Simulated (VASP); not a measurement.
Input of a VASP 6.6.1 run:

INCAR

```
SYSTEM = KF
  PREC = Accurate
  ENCUT = 520
  EDIFF = 1E-6
  ISMEAR = 0
  SIGMA = 0.05
  LREAL = .FALSE.
  LASPH = .TRUE.
  NELM = 100
  ALGO = Normal
  ISIF = 2
  LWAVE = .FALSE.
  LCHARG = .TRUE.
  GGA = PE
  LELF = .TRUE.
  LVHAR = .TRUE.
  NBANDS = 15
```

The input KPOINTS:

```
regular mesh
0
G
  8 8 8
  0 0 0
```

Contents of POSCAR:

```
KF
1.0
    0.0000000000      2.6267137500      2.6735000000
    2.7202862500      0.0000000000      2.6735000000
    2.7202862500      2.6267137500      0.0000000000
K F
1 1
Direct
    0.0000000000      0.0000000000      0.0000000000
    0.5000000000      0.5000000000      0.5000000000
```

Potentials or basis: VASP PAW PBE potentials, release 64 (K_sv, F).

Command:

```console
$ cat potpaw_PBE.64/K_sv/POTCAR potpaw_PBE.64/F/POTCAR > POTCAR
$ mpirun -np 1 vasp_std > vasp.out
```

Task: Estimate the pressure.

Result: 1.4 GPa.

Task: Estimate the band gap on the k mesh.

Result: 6.13 eV.

Stress tensor (GPa, compression positive):
```
0.45 0.00 0.00
0.00 2.52 0.00
0.00 0.00 1.38
```

Caveat: the cell differs from its parent crystal (strain +0.0175 x Voigt [1, -1, 0, 0, 0, 0]). A k mesh can miss the band edges.
